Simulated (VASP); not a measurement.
# Sb (Pm-3m) in VASP: elastic constants with LDA

Aim: the elastic constants of Sb with LDA.

Everything below comes from runs of VASP 6.6.1. Logs are shortened: lines on timing, memory, paths and dates and some standing lists are left out, and cuts for length are marked.

## 1. The cell of the first run

It takes space group Pm-3m (No. 221, cubic). Conventional cell: a = 3.043 Å, b = 3.043 Å, c = 3.043 Å, α = 90.00°, β = 90.00°, γ = 90.00°. Within 4.0 Å of Sb (site symmetry m-3m) lie 6 Sb at 3.04 Å.

This isn't the form of Sb at room conditions, which is rhombohedral.

## 2. Elastic constants, LDA

File INCAR:

```
SYSTEM = Sb
PREC = Accurate
ENCUT = 600
EDIFF = 1E-8
ISMEAR = -1
SIGMA = 0.15
LREAL = .False.
LASPH = .True.
NELM = 60
ALGO = Normal
ISIF = 3
LWAVE = .False.
LCHARG = .True.
IBRION = 6
NFREE = 2
POTIM = 0.015
NSW = 1
```

File KPOINTS:

```
regular mesh
0
Gamma
  14 14 14
  0 0 0
```

File POSCAR:

```
Sb
1.0
    3.0427814182      0.0000000000      0.0000000000
    0.0000000000      3.0427814182      0.0000000000
    0.0000000000      0.0000000000      3.0427814182
Sb
1
Direct
    0.0000000000      0.0000000000      0.0000000000
```

Potentials or basis: VASP PAW LDA potentials, release 64 (Sb).

Command:

```bash
$ cat potpaw_LDA.64/Sb/POTCAR > POTCAR
$ mpirun -np 1 vasp_std > vasp.out
```

OUTCAR:

```text
SYSTEM = Sb
   PREC = Accurate
   ENCUT = 600
   EDIFF = 1E-8
   ISMEAR = -1
   LREAL = .False.
   LASPH = .True.
   NELM = 60
   ISIF = 3
   IBRION = 6
   NFREE = 2
   POTIM = 0.015
   NSW = 1

 ion  position               nearest neighbor table
   1  0.000  0.000  0.000-

  LATTYP: Found a simple cubic cell.
 ALAT       =     3.0427814182

  Lattice vectors:

 A1 = (   3.0427814182,   0.0000000000,   0.0000000000)
 A2 = (   0.0000000000,   3.0427814182,   0.0000000000)
 A3 = (   0.0000000000,   0.0000000000,   3.0427814182)

Analysis of symmetry for initial positions (statically):
=====================================================================
 Subroutine PRICEL returns:
 Original cell was already a primitive cell.

 Routine SETGRP: Setting up the symmetry group for a
 simple cubic supercell.

 Subroutine GETGRP returns: Found 48 space group operations
 (whereof 48 operations were pure point group operations)
 out of a pool of 48 trial point group operations.

The static configuration has the point symmetry O_h .

Analysis of symmetry for dynamics (positions and initial velocities):
=====================================================================
 Subroutine PRICEL returns:
 Original cell was already a primitive cell.

 Routine SETGRP: Setting up the symmetry group for a
 simple cubic supercell.

 Subroutine GETGRP returns: Found 48 space group operations
 (whereof 48 operations were pure point group operations)
 out of a pool of 48 trial point group operations.

The dynamic configuration has the point symmetry O_h .

 Subroutine INISYM returns: Found 48 space group operations
 (whereof 48 operations are pure point group operations),
 and found     1 'primitive' translations

----------------------------------------------------------------------------------------

                                     Primitive cell

  volume of cell :      28.1716

  direct lattice vectors                    reciprocal lattice vectors
     3.042781418  0.000000000  0.000000000     0.328646676  0.000000000  0.000000000
     0.000000000  3.042781418  0.000000000     0.000000000  0.328646676  0.000000000
     0.000000000  0.000000000  3.042781418     0.000000000  0.000000000  0.328646676

  length of vectors
     3.042781418  3.042781418  3.042781418     0.328646676  0.328646676  0.328646676

  position of ions in fractional coordinates (direct lattice)
     0.000000000  0.000000000  0.000000000

  ion indices of the primitive-cell ions
   primitive index   ion index
                 1           1

----------------------------------------------------------------------------------------

 KPOINTS: regular mesh

Automatic generation of k-mesh.
 Grid dimensions read from file:
 generate k-points for:   14   14   14

 Generating k-lattice:

  Cartesian coordinates                     Fractional coordinates (reciprocal lattice)
     0.023474763  0.000000000  0.000000000     0.071428571  0.000000000  0.000000000
     0.000000000  0.023474763  0.000000000     0.000000000  0.071428571  0.000000000
     0.000000000  0.000000000  0.023474763     0.000000000  0.000000000  0.071428571

  Length of vectors
     0.023474763  0.023474763  0.023474763

  Shift w.r.t. Gamma in fractional coordinates (k-lattice)
     0.000000000  0.000000000  0.000000000

 Subroutine IBZKPT returns following result:
 ===========================================

 Found    120 irreducible k-points:

 Following reciprocal coordinates:
            Coordinates               Weight
  0.000000  0.000000  0.000000      1.000000
  0.071429  0.000000  0.000000      6.000000
  0.142857  0.000000  0.000000      6.000000
  0.214286  0.000000  0.000000      6.000000
  0.285714  0.000000  0.000000      6.000000
  0.357143  0.000000  0.000000      6.000000
[... 16 lines left out ...]
  0.285714  0.214286  0.000000     24.000000
  0.357143  0.214286  0.000000     24.000000
 [... further k-points ...]
   k-points           NKPTS =    120   k-points in BZ     NKDIM =    120   number of bands    NBANDS=      6
   number of dos      NEDOS =    301   number of ions     NIONS =      1
   total plane-waves  NPLWV =  13824
   dimension x,y,z NGX =    24 NGY =   24 NGZ =   24
   dimension x,y,z NGXF=    48 NGYF=   48 NGZF=   48
   ions per type =               1
   NGX,Y,Z   is equivalent  to a cutoff of  13.11, 13.11, 13.11 a.u.
   NGXF,Y,Z  is equivalent  to a cutoff of  26.23, 26.23, 26.23 a.u.
 SYSTEM =  Sb
   PREC   = accura    normal or accurate (medium, high low for compatibility)
   ISTART =      0    job   : 0-new  1-cont  2-samecut
   ICHARG =      2    charge: 1-file 2-atom 10-const
   ISPIN  =      1    spin polarized calculation?
   LNONCOLLINEAR =      F non collinear calculations
   LSORBIT =      F    spin-orbit coupling
   LASPH  =      T    aspherical Exc in radial PAW
   ENCUT  =  600.0 eV  44.10 Ry    6.64 a.u.   6.08  6.08  6.08*2*pi/ulx,y,z
   NELM   =     60;   NELMIN=  2; NELMDL= -5     # of ELM steps
   EDIFF  = 0.1E-07   stopping-criterion for ELM
   LREAL  =      F    real-space projection
   EDIFFG = 0.1E-06   stopping-criterion for IOM
   NSW    =     49    number of steps for IOM
   IBRION =      6    ionic relax: 0-MD 1-quasi-New 2-CG
   NFREE  =      2    steps in history (QN), initial steepest desc. (CG)
   ISIF   =      3    stress and relaxation
   ISYM   =      2    0-nonsym 1-usesym 2-fastsym
   POTIM  = 0.0150    time-step for ionic-motion
   TEBEG  =    0.0;   TEEND  =   0.0 temperature during run
   PSTRESS=    0.0 pullay stress
   NELECT =       5.0000    total number of electrons
   NUPDOWN=      -1.0000    fix difference up-down
   EMIN   =  10.00;   EMAX   =-10.00  energy-range for DOS
   EFERMI =   0.00;   METHOD = LEGACY
   ISMEAR =    -1;   SIGMA  =   0.15  broadening in eV -4-tet -1-fermi 0-gaus
   EFERMI_NEDOS =   21; number of points for ismear=-14 and -15
   IALGO  =     38    algorithm
   IMIX   =      4    mixing-type and parameters
     AMIX     =   0.40;   BMIX     =  1.00
     AMIX_MAG =   1.60;   BMIX_MAG =  1.00
  volume/ion in A,a.u.               =      28.17       190.11
  Fermi-wavevector in a.u.,A,eV,Ry     =   0.920013  1.738573 11.516303  0.846424
  Thomas-Fermi vector in A             =   2.045271
   LORBIT       =      0    0 simple, 1 ext, 2 COOP (PROOUT), +10 PAW based schemes
   GGA     = CA    functional components
   LHFCALC =     F    Hartree Fock is set to
   AEXX    =    0.0000 exact exchange contribution
   IVDW    =     0    specifies the selected vdW correction
   LEPSILON=     F    determine dielectric tensor
   LRPA    =     F    only Hartree local field effects (RPA)
 finite differences with symmetry
 non-spin polarized calculation
  energy-cutoff  :      600.00
  volume of cell :       28.17
 maximum number of plane-waves:       968
   NGX = 13   NGY = 13   NGZ = 13

--------------------------------------- Ionic step        1  -------------------------------------------

 number of electron       4.9999999 magnetization

 Free energy of the ion-electron system (eV)
  ---------------------------------------------------
  ext. energy  EPLUGINS =         0.00000000
  ---------------------------------------------------
  free energy    TOTEN  =        -4.81337546 eV

  energy without entropy =       -4.77776352  energy(sigma->0) =       -4.79556949

------------------------ aborting loop because EDIFF is reached ----------------------------------------

  FORCE on cell =-STRESS in cart. coord.  units (eV):
  Direction    XX          YY          ZZ          XY          YZ          ZX
  --------------------------------------------------------------------------------------
  -------------------------------------------------------------------------------------
  Total        0.0387912      0.0387912      0.0387912      0.0000000      0.0000000      0.0000000
  in kB        2.2061316      2.2061316      2.2061316      0.0000000      0.0000000      0.0000000
  external PRESSURE =       2.2061316 kB  Pullay stress =       0.0000000 kB
[... 86 lines left out ...]
  FREE ENERGIE OF THE ION-ELECTRON SYSTEM (eV)
  ---------------------------------------------------
  free  energy   TOTEN  =        -4.8091220108 eV

  energy  without entropy=       -4.7740534024  energy(sigma->0) =       -4.79158771

 E-fermi :   7.5010     XC(G=0):  -9.9778

 val. band max:        7.4966246391   @ k =  -0.5000   0.2143   0.2857
 cond. band min:       7.5097075440   @ k =   0.2143   0.0000   0.2857
 fundamental gap:      0.0130829049
 Fermi energy:         7.5009561668

 k-point     1 :       0.0000    0.0000    0.0000
  band No.  band energies     occupation
      1      -5.1915      2.00000
      2      10.5925      0.00000
      3      11.0242      0.00000
      4      11.0242      0.00000
      5      14.3579      0.00000
      6      14.5764      0.00000
[... 199 lines left out ...]
 k-point    24 :       0.3571    0.2143    0.0000
  band No.  band energies     occupation
      1      -2.6888      2.00000
      2       3.8706      2.00000
      3       8.1036      0.03536
      4      12.8825      0.00000
      5      14.6860      0.00000
      6      16.9236      0.00000

 [... further k-points ...]

[... ionic steps 4 to 12 ...]

--------------------------------------- Ionic step       13  -------------------------------------------

 number of electron       5.0000000 magnetization

------------------------ aborting loop because EDIFF is reached ----------------------------------------
[... 65 lines left out ...]
--------------------------------------- Ionic step       15  -------------------------------------------

 number of electron       5.0000000 magnetization

 Free energy of the ion-electron system (eV)
  ---------------------------------------------------
  ext. energy  EPLUGINS =         0.00000000
  ---------------------------------------------------
  free energy    TOTEN  =        -4.81337568 eV

  energy without entropy =       -4.77776374  energy(sigma->0) =       -4.79556971

 E-fermi :   7.7024     XC(G=0): -10.0408

 val. band max:        7.6745005947   @ k =   0.2143   0.2143   0.1429
 cond. band min:       7.7272294272   @ k =   0.5000   0.2857   0.2143
 fundamental gap:      0.0527288324
 Fermi energy:         7.7023821441

 k-point     1 :       0.0000    0.0000    0.0000
  band No.  band energies     occupation
      1      -5.1121      2.00000
      2      11.1161      0.00000
      3      11.1161      0.00000
      4      11.1161      0.00000
      5      14.6925      0.00000
      6      14.6925      0.00000
[... 235 lines left out ...]
  FREE ENERGIE OF THE ION-ELECTRON SYSTEM (eV)
  ---------------------------------------------------
  free  energy   TOTEN  =        -4.8133756811 eV

  energy  without entropy=       -4.7777637359  energy(sigma->0) =       -4.79556971

 INTERNAL STRAIN TENSORS FROM STRAINED CELLS
 ============================================

 INTERNAL STRAIN TENSOR FOR ION    1 for displacements in x,y,z  (eV/Angst):
          X           Y           Z          XY          YZ          ZX
  --------------------------------------------------------------------------------
  x     0.00000     0.00000     0.00000     0.00000     0.00000    -0.00000
  y     0.00000     0.00000     0.00000     0.00000     0.00000     0.00000
  z     0.00000     0.00000     0.00000     0.00000     0.00000     0.00000

 INTERNAL STRAIN TENSORS FROM DISPLACED ATOMS
 ============================================

 INTERNAL STRAIN TENSOR FOR ION    1 for displacements in x,y,z  (eV/Angst):
          X           Y           Z          XY          YZ          ZX
  --------------------------------------------------------------------------------
  x     0.00000     0.00000     0.00000     0.00000     0.00000     0.00000
  y     0.00000     0.00000     0.00000     0.00000     0.00000     0.00000
  z     0.00000     0.00000     0.00000     0.00000     0.00000     0.00000

 Eigenvectors and eigenvalues of the dynamical matrix
 ----------------------------------------------------

   1 f/i=    0.000000 THz     0.000000 2PiTHz    0.000000 cm-1     0.000000 meV
             X         Y         Z           dx          dy          dz
      0.000000  0.000000  0.000000     0.000000    1.000000    0.000000

   2 f/i=    0.000000 THz     0.000000 2PiTHz    0.000000 cm-1     0.000000 meV
             X         Y         Z           dx          dy          dz
      0.000000  0.000000  0.000000     1.000000    0.000000    0.000000

   3 f/i=    0.000000 THz     0.000000 2PiTHz    0.000000 cm-1     0.000000 meV
             X         Y         Z           dx          dy          dz
      0.000000  0.000000  0.000000     0.000000    0.000000    1.000000

--------------------------------------------------------------------------------------------------------

 ELASTIC MODULI CONTR FROM IONIC RELAXATION (kBar)
 Direction    XX          YY          ZZ          XY          YZ          ZX
 --------------------------------------------------------------------------------
 XX           0.0000      0.0000      0.0000      0.0000      0.0000      0.0000
 YY           0.0000      0.0000      0.0000      0.0000      0.0000      0.0000
 ZZ           0.0000      0.0000      0.0000      0.0000      0.0000      0.0000
 XY           0.0000      0.0000      0.0000      0.0000      0.0000      0.0000
 YZ           0.0000      0.0000      0.0000      0.0000      0.0000      0.0000
 ZX           0.0000      0.0000      0.0000      0.0000      0.0000      0.0000
 --------------------------------------------------------------------------------

 TOTAL ELASTIC MODULI (kBar)
 Direction    XX          YY          ZZ          XY          YZ          ZX
 --------------------------------------------------------------------------------
 XX        1760.2092    118.9101    118.9101      0.0000     -0.0000      0.0000
 YY         118.9101   1760.2092    118.9101     -0.0000     -0.0000      0.0000
 ZZ         118.9101    118.9101   1760.2092     -0.0000      0.0000     -0.0000
 XY           0.0000     -0.0000     -0.0000    100.6164      0.0000      0.0000
 YZ          -0.0000     -0.0000      0.0000      0.0000    100.6164      0.0000
 ZX           0.0000      0.0000     -0.0000      0.0000      0.0000    100.6164
 --------------------------------------------------------------------------------
```

Run time: 5 min. Hardware: 1 thread of Intel Xeon 6975P-C (Granite Rapids), shared host; peak memory 0.39 GiB.

Results:

- Elastic constants C11, C12, C44: 176, 12, 10 GPa
- Voigt bulk modulus: 67 GPa

Elastic tensor in Voigt notation (GPa, in the Cartesian axes of the cell as first typed):
```
176  12  12   0   0   0
 12 176  12   0   0   0
 12  12 176   0   0   0
  0   0   0  10   0   0
  0   0   0   0  10   0
  0   0   0   0   0  10
```

Clamped-ion elastic tensor (GPa):
```
176  12  12   0   0   0
 12 176  12   0   0   0
 12  12 176   0   0   0
  0   0   0  10   0   0
  0   0   0   0  10   0
  0   0   0   0   0  10
```

Caveat: spin-orbit coupling is left out, which moves the levels of the heavy elements.
